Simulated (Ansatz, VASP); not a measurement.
## Two plane-wave programs on Ca

INCAR

```
PREC = Accurate
ENCUT = 520
EDIFF = 1E-6
ISMEAR = 0
SIGMA = 0.1
LREAL = F
LASPH = T
NELM = 60
ALGO = Fast
ISIF = 2
LWAVE = F
LCHARG = F
GGA = PE
NBANDS = 11
```

The input KPOINTS:

```
Automatic mesh
0
Gamma
  14 14 14
```

File POSCAR:

```
Ca
1.0
    0.0000000000      2.7344913663      2.7344913663
    2.7344913663      0.0000000000      2.7344913663
    2.7344913663      2.7344913663      0.0000000000
Ca
1
Direct
    0.0000000000      0.0000000000      0.0000000000
```

Input for Ansatz:

```yaml
crystal:
  lattice:
    - [0.0, 2.7344913663, 2.7344913663]
    - [2.7344913663, 0.0, 2.7344913663]
    - [2.7344913663, 2.7344913663, 0.0]
  atoms:
    - { symbol: Ca, position: [0.0, 0.0, 0.0] }
basis:
  ecutwfc: 420
kpoints:
  mp_grid: { grid: [14, 14, 14] }
hamiltonian:
  xc: pbe
scf:
  occupations: { method: gaussian, width: 0.1 }
output:
  forces: true
  stress: true
  eigenvalues: true
```

Alike in both runs: task single point; functional PBE; k mesh 14 × 14 × 14; occupations gaussian, width 0.1 eV; no spin polarisation.

|  | VASP | Ansatz |
| --- | --- | --- |
| version | VASP 6.6.1 | Ansatz 0.2.0 |
| potentials or method | VASP PAW PBE potentials, release 64 (Ca_sv), cutoff 520 eV | scalar-relativistic, plane waves, PAW |
| valence electrons in the cell | 10 | 10 |

```tsv
	VASP	Ansatz	Ansatz less VASP
gap on the k mesh at the Fermi level (eV)	none	none	-
pressure (GPa)	0.6	0.6	0.00
```

A gap of «none» marks a metal or a gap that the smearing closes.
